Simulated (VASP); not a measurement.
# BiTe (Fm-3m) in VASP: further runs

BiTe is run at these levels: PBEsol, PBE0; tasks: single point.

Everything below comes from runs of VASP 6.6.1. Logs are shortened: lines on timing, memory, paths and dates and some standing lists are left out, and cuts for length are marked.

### 1 The cell of the first run

Symmetry: Fm-3m, No. 225, cubic system. Conventional cell: a = 6.427 Å, b = 6.427 Å, c = 6.427 Å, α = 90.00°, β = 90.00°, γ = 90.00°. Within 4.2 Å of Bi (site symmetry m-3m) lie 6 Te at 3.21 Å. Te (site symmetry m-3m) has 6 Bi at 3.21 Å within 4.2 Å.

### 2 Single point, PBEsol, non-collinear spin, zero start, spin-orbit coupling (volume scaled by 0.98)

Contents of INCAR:

```
  ALGO = Normal
  EDIFF = 1E-7
  ENCUT = 520
  GGA = PS
  GGA_COMPAT = False
  ISIF = 2
  ISMEAR = 0
  LASPH = True
  LCHARG = True
  LORBIT = 11
  LORBMOM = True
  LREAL = False
  LSORBIT = True
  LVHAR = True
  LWAVE = False
  MAGMOM = 0 0 0 0 0 0
  NBANDS = 33
  NELM = 150
  PREC = Accurate
  SIGMA = 0.01
```

Contents of KPOINTS:

```
k-points
0
Gamma
  5 5 5
```

Contents of POSCAR:

```
BiTe
1.0
    0.0000000000      3.2132879364      3.2132879364
    3.2132879364      0.0000000000      3.2132879364
    3.2132879364      3.2132879364      0.0000000000
Bi Te
1 1
Direct
    0.0000000000      0.0000000000      0.0000000000
    0.5000000000      0.5000000000      0.5000000000
```

Potentials or basis: VASP PAW PBE potentials, release 64 (Bi_d, Te).

On the command line:

```sh
> cat potpaw_PBE.64/Bi_d/POTCAR potpaw_PBE.64/Te/POTCAR > POTCAR
> mpirun -np 1 vasp_ncl > vasp.out
```

OUTCAR:

```text
EDIFF = 1E-7
   ENCUT = 520
   GGA = PS
   ISIF = 2
   ISMEAR = 0
   LASPH = True
   LORBIT = 11
   LREAL = False
   LSORBIT = True
   NELM = 150
   PREC = Accurate

 ion  position               nearest neighbor table
   1  0.000  0.000  0.000-   2 3.21   2 3.21   2 3.21   2 3.21   2 3.21   2 3.21
   2  0.500  0.500  0.500-   1 3.21   1 3.21   1 3.21   1 3.21   1 3.21   1 3.21

  LATTYP: Found a face centered cubic cell.
 ALAT       =     6.4265758728

  Lattice vectors:

 A1 = (   0.0000000000,   3.2132879364,   3.2132879364)
 A2 = (   3.2132879364,   0.0000000000,   3.2132879364)
 A3 = (   3.2132879364,   3.2132879364,   0.0000000000)

Analysis of symmetry for initial positions (statically):
=====================================================================
 Subroutine PRICEL returns:
 Original cell was already a primitive cell.

 Routine SETGRP: Setting up the symmetry group for a
 face centered cubic supercell.

 Subroutine GETGRP returns: Found 48 space group operations
 (whereof 48 operations were pure point group operations)
 out of a pool of 48 trial point group operations.

The static configuration has the point symmetry O_h .

Analysis of symmetry for dynamics (positions and initial velocities):
=====================================================================
 Subroutine PRICEL returns:
 Original cell was already a primitive cell.

 Routine SETGRP: Setting up the symmetry group for a
 face centered cubic supercell.

 Subroutine GETGRP returns: Found 48 space group operations
 (whereof 48 operations were pure point group operations)
 out of a pool of 48 trial point group operations.

The dynamic configuration has the point symmetry O_h .

Analysis of structural, dynamic, and magnetic symmetry:
=====================================================================
 Subroutine PRICEL returns:
 Original cell was already a primitive cell.

 Routine SETGRP: Setting up the symmetry group for a
 face centered cubic supercell.

 Subroutine GETGRP returns: Found 48 space group operations
 (whereof 48 operations were pure point group operations)
 out of a pool of 48 trial point group operations.

The overall configuration has the point symmetry O_h .

 Subroutine INISYM returns: Found 48 space group operations
 (whereof 48 operations are pure point group operations),
 and found     1 'primitive' translations

----------------------------------------------------------------------------------------

                                     Primitive cell

  volume of cell :      66.3558

  direct lattice vectors                    reciprocal lattice vectors
     0.000000000  3.213287936  3.213287936    -0.155603858  0.155603858  0.155603858
     3.213287936  0.000000000  3.213287936     0.155603858 -0.155603858  0.155603858
     3.213287936  3.213287936  0.000000000     0.155603858  0.155603858 -0.155603858

  length of vectors
     4.544275379  4.544275379  4.544275379     0.269513788  0.269513788  0.269513788

  position of ions in fractional coordinates (direct lattice)
     0.000000000  0.000000000  0.000000000
     0.500000000  0.500000000  0.500000000

  ion indices of the primitive-cell ions
   primitive index   ion index
                 1           1
                 2           2

----------------------------------------------------------------------------------------

 KPOINTS: k-points

Automatic generation of k-mesh.
 Grid dimensions read from file:
 generate k-points for:    5    5    5

 Generating k-lattice:

  Cartesian coordinates                     Fractional coordinates (reciprocal lattice)
    -0.031120772  0.031120772  0.031120772     0.200000000  0.000000000  0.000000000
     0.031120772 -0.031120772  0.031120772     0.000000000  0.200000000  0.000000000
     0.031120772  0.031120772 -0.031120772     0.000000000  0.000000000  0.200000000

  Length of vectors
     0.053902758  0.053902758  0.053902758

  Shift w.r.t. Gamma in fractional coordinates (k-lattice)
     0.000000000  0.000000000  0.000000000

 Subroutine IBZKPT returns following result:
 ===========================================

 Found     10 irreducible k-points:

 Following reciprocal coordinates:
            Coordinates               Weight
  0.000000  0.000000  0.000000      1.000000
  0.200000  0.000000  0.000000      8.000000
  0.400000  0.000000  0.000000      8.000000
[... 27 lines left out ...]
   EDIFFG = 0.1E-05   stopping-criterion for IOM
   NSW    =      0    number of steps for IOM
   IBRION =     -1    ionic relax: 0-MD 1-quasi-New 2-CG
   NFREE  =      0    steps in history (QN), initial steepest desc. (CG)
   ISIF   =      2    stress and relaxation
   ISYM   =      2    0-nonsym 1-usesym 2-fastsym
   POTIM  = 0.5000    time-step for ionic-motion
   TEBEG  =    0.0;   TEEND  =   0.0 temperature during run
   PSTRESS=    0.0 pullay stress
   NELECT =      21.0000    total number of electrons
   NUPDOWN=      -1.0000    fix difference up-down
   EMIN   =  10.00;   EMAX   =-10.00  energy-range for DOS
   EFERMI =   0.00;   METHOD = LEGACY
   ISMEAR =     0;   SIGMA  =   0.01  broadening in eV -4-tet -1-fermi 0-gaus
   EFERMI_NEDOS =   21; number of points for ismear=-14 and -15
   IALGO  =     38    algorithm
   IMIX   =      4    mixing-type and parameters
     AMIX     =   0.40;   BMIX     =  1.00
     AMIX_MAG =   1.60;   BMIX_MAG =  1.00
  volume/ion in A,a.u.               =      33.18       223.90
  Fermi-wavevector in a.u.,A,eV,Ry     =   1.115634  2.108242 16.934335  1.244639
  Thomas-Fermi vector in A             =   2.252240
   LORBIT       =     11    0 simple, 1 ext, 2 COOP (PROOUT), +10 PAW based schemes
   GGA     = PS    functional components
   LHFCALC =     F    Hartree Fock is set to
   AEXX    =    0.0000 exact exchange contribution
   IVDW    =     0    specifies the selected vdW correction
   LEPSILON=     F    determine dielectric tensor
   LRPA    =     F    only Hartree local field effects (RPA)
 Gauss-broadening in eV      SIGMA  =   0.01
  energy-cutoff  :      520.00
  volume of cell :       66.36
 maximum number of plane-waves:      3614
 NGX is ok and might be reduce to    36
   NGX = 17   NGY = 17   NGZ = 17

 number of electron      21.0000000 magnetization       0.0000000      0.0000000      0.0000000

 number of electron      21.0000004 magnetization       0.0000000      0.0000000     -0.0000000

 number of electron      21.0000004 magnetization      -0.0000000     -0.0000000      0.0000000

 Free energy of the ion-electron system (eV)
  ---------------------------------------------------
  ext. energy  EPLUGINS =         0.00000000
  ---------------------------------------------------
  free energy    TOTEN  =        -8.85474510 eV

  energy without entropy =       -8.85432086  energy(sigma->0) =       -8.85453298

 E-fermi :   6.6665     XC(G=0):  -9.6587

 val. band max:        6.6662891195   @ k =   0.2000   0.2000   0.0000
 cond. band min:       6.7102414260   @ k =  -0.4000   0.4000   0.2000
 fundamental gap:      0.0439523066
 Fermi energy:         6.6664911279

 k-point     1 :       0.0000    0.0000    0.0000
  band No.  band energies     occupation
      1     -17.9285      1.00000
      2     -17.9285      1.00000
      3     -17.9285      1.00000
      4     -17.9285      1.00000
      5     -14.9683      1.00000
      6     -14.9683      1.00000
[... 349 lines left out ...]
     32      15.5753      0.00000
     33      15.7920      0.00000

------------------------ aborting loop because EDIFF is reached ----------------------------------------

  FORCE on cell =-STRESS in cart. coord.  units (eV):
  Direction    XX          YY          ZZ          XY          YZ          ZX
  --------------------------------------------------------------------------------------
  -------------------------------------------------------------------------------------
  Total        0.4103350      0.4103350      0.4103350     -0.0000000     -0.0000000      0.0000000
  in kB        9.9076397      9.9076397      9.9076397     -0.0000000     -0.0000000      0.0000000
  external PRESSURE =       9.9076397 kB  Pullay stress =       0.0000000 kB

 VOLUME and BASIS-vectors are now :
 -----------------------------------------------------------------------------
  energy-cutoff  :      520.00
  volume of cell :       66.36
      direct lattice vectors                 reciprocal lattice vectors
     0.000000000  3.213287936  3.213287936    -0.155603858  0.155603858  0.155603858
     3.213287936  0.000000000  3.213287936     0.155603858 -0.155603858  0.155603858
     3.213287936  3.213287936  0.000000000     0.155603858  0.155603858 -0.155603858

 POSITION                                       TOTAL-FORCE (eV/Angst)
 -----------------------------------------------------------------------------------
      0.00000      0.00000      0.00000         0.000000      0.000000      0.000000
      3.21329      3.21329      3.21329        -0.000000     -0.000000     -0.000000
 -----------------------------------------------------------------------------------
    total drift:                               -0.000000      0.000000      0.000000

  FREE ENERGIE OF THE ION-ELECTRON SYSTEM (eV)
  ---------------------------------------------------
  free  energy   TOTEN  =        -8.8547450994 eV

  energy  without entropy=       -8.8543208575  energy(sigma->0) =       -8.85453298

 orbital moment (x)

 # of ion     p       d       tot
 ----------------------------------------
  1         0.000   0.000   0.000
  2        -0.000  -0.000  -0.000
 ----------------------------------------
           -0.000   0.000  -0.000

 orbital moment (y)

 # of ion     p       d       tot
 ----------------------------------------
  1        -0.000  -0.000  -0.000
  2         0.000   0.000   0.000
 ----------------------------------------
            0.000  -0.000   0.000

 orbital moment (z)

 # of ion     p       d       tot
 ----------------------------------------
  1         0.000   0.000   0.000
  2         0.000   0.000   0.000
 ----------------------------------------
            0.000   0.000   0.000

 Spin-Orbit-Coupling matrix elements

 Ion:    1  E_soc:     -1.9101375
 l=   1
     0.0000000    -0.2526284    -0.2526284
    -0.2526284     0.0000000    -0.2526284
    -0.2526284    -0.2526284     0.0000000
 l=   2
     0.0000000    -0.0131576     0.0000000    -0.0131576    -0.0525703
    -0.0131576     0.0000000    -0.0394277    -0.0131576    -0.0131426
     0.0000000    -0.0394277     0.0000000    -0.0394277     0.0000000
    -0.0131576    -0.0131576    -0.0394277     0.0000000    -0.0131426
    -0.0525703    -0.0131426     0.0000000    -0.0131426     0.0000000
 l=   3
     0.0000000     0.0000000     0.0000000     0.0000000     0.0000000     0.0000000     0.0000000
     0.0000000     0.0000000     0.0000000     0.0000000     0.0000000     0.0000000     0.0000000
     0.0000000     0.0000000     0.0000000     0.0000000     0.0000000     0.0000000     0.0000000
     0.0000000     0.0000000     0.0000000     0.0000000     0.0000000     0.0000000     0.0000000
     0.0000000     0.0000000     0.0000000     0.0000000     0.0000000     0.0000000     0.0000000
     0.0000000     0.0000000     0.0000000     0.0000000     0.0000000     0.0000000     0.0000000
     0.0000000     0.0000000     0.0000000     0.0000000     0.0000000     0.0000000     0.0000000

 Ion:    2  E_soc:     -0.2433868
 l=   1
     0.0000000    -0.0407655    -0.0407655
    -0.0407655     0.0000000    -0.0407655
    -0.0407655    -0.0407655     0.0000000
 l=   2
     0.0000000     0.0000076     0.0000000     0.0000076     0.0001934
     0.0000076     0.0000000     0.0001450     0.0000076     0.0000483
     0.0000000     0.0001450     0.0000000     0.0001450     0.0000000
     0.0000076     0.0000076     0.0001450     0.0000000     0.0000483
     0.0001934     0.0000483     0.0000000     0.0000483     0.0000000
 l=   3
     0.0000000     0.0000000     0.0000000     0.0000000     0.0000000     0.0000000     0.0000000
     0.0000000     0.0000000     0.0000000     0.0000000     0.0000000     0.0000000     0.0000000
     0.0000000     0.0000000     0.0000000     0.0000000     0.0000000     0.0000000     0.0000000
     0.0000000     0.0000000     0.0000000     0.0000000     0.0000000     0.0000000     0.0000000
     0.0000000     0.0000000     0.0000000     0.0000000     0.0000000     0.0000000     0.0000000
     0.0000000     0.0000000     0.0000000     0.0000000     0.0000000     0.0000000     0.0000000
     0.0000000     0.0000000     0.0000000     0.0000000     0.0000000     0.0000000     0.0000000

 total charge

# of ion       s       p       d       tot
------------------------------------------
    1        1.564   1.205   9.931  12.700
    2        1.409   1.904   0.032   3.345
--------------------------------------------------
tot          2.973   3.108   9.963  16.045

 magnetization (x)

# of ion       s       p       d       tot
------------------------------------------
    1        0.000  -0.000  -0.000  -0.000
    2       -0.000   0.000   0.000  -0.000
--------------------------------------------------
tot         -0.000  -0.000  -0.000  -0.000

 magnetization (y)

# of ion       s       p       d       tot
------------------------------------------
    1        0.000  -0.000   0.000  -0.000
    2       -0.000   0.000  -0.000  -0.000
--------------------------------------------------
tot         -0.000  -0.000   0.000  -0.000

 magnetization (z)

# of ion       s       p       d       tot
------------------------------------------
    1        0.000   0.000   0.000   0.000
    2        0.000   0.000   0.000   0.000
--------------------------------------------------
tot          0.000   0.000   0.000   0.000
```

Run time: 2.2 min. Hardware: 1 thread of AMD EPYC 7R13, shared host; peak memory 0.36 GiB.

Results:

| Property | Result |
| --- | --- |
| Free energy | -8.8547 eV |
| Pressure | 1.0 GPa |
| Net moment | 0.00 μB per cell |
| Valence electrons inside the program's atomic spheres | Bi 12.70; Te 3.35 |

Moments on the atoms (μB; x, y, z):
```
Bi  0.00 0.00 0.00
Te  0.00 0.00 0.00
```

Caveat: the PAW data sets were made with another functional, which shifts forces and pressure a little.

(Continued in part 2 of 2.)
